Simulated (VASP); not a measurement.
Set up this calculation in VASP 6.6.1, as the native input.

| Item | Value |
| --- | --- |
| Task | single point |
| Functional | LDA |
| Potentials or basis | VASP PAW LDA potentials, release 64 (Cr_pv) |
| Cutoff | 520 eV |
| k mesh | 16 × 16 × 16 |
| Occupations | gaussian, width 0.1 eV |
| Spin | no spin polarisation |
| Dipole correction | no |
| Further INCAR settings | ALGO = Normal; EDIFF = 1e-06; NBANDS = 12 |

The structure of Cr lies in POSCAR:

```
Cr
1.0
   -1.4419500000      1.4419500000      1.4419500000
    1.4419500000     -1.4419500000      1.4419500000
    1.4419500000      1.4419500000     -1.4419500000
Cr
1
Direct
    0.0000000000      0.0000000000      0.0000000000
```

The input as run:

INCAR

```
SYSTEM = Cr
  PREC = Accurate
  ENCUT = 520
  EDIFF = 1E-6
  ISMEAR = 0
  SIGMA = 0.1
  LREAL = .FALSE.
  LASPH = .TRUE.
  NELM = 80
  ALGO = Normal
  ISIF = 2
  LWAVE = .FALSE.
  LCHARG = .TRUE.
  LELF = .TRUE.
  LVHAR = .TRUE.
  NBANDS = 12
```

KPOINTS

```
regular mesh
0
G
  16 16 16
  0 0 0
```

Potentials or basis: VASP PAW LDA potentials, release 64 (Cr_pv).

Run with:

```sh
$ cat potpaw_LDA.64/Cr_pv/POTCAR > POTCAR
$ mpirun -np 1 vasp_std > vasp.out
```

Results of the run:

- Pressure: -24.5 GPa
- Band gap on the k mesh: zero (band 6 reaches 12.59 eV, above the bottom of band 7 at 9.38 eV)

Caveat: the run has no spin polarisation, though such a crystal can be magnetic.

Run time: 13 s on 1 thread of Intel(R) Xeon(R) Platinum 8259CL CPU @ 2.50GHz (Skylake/Cascade Lake) (shared host), peak memory 0.13 GiB.
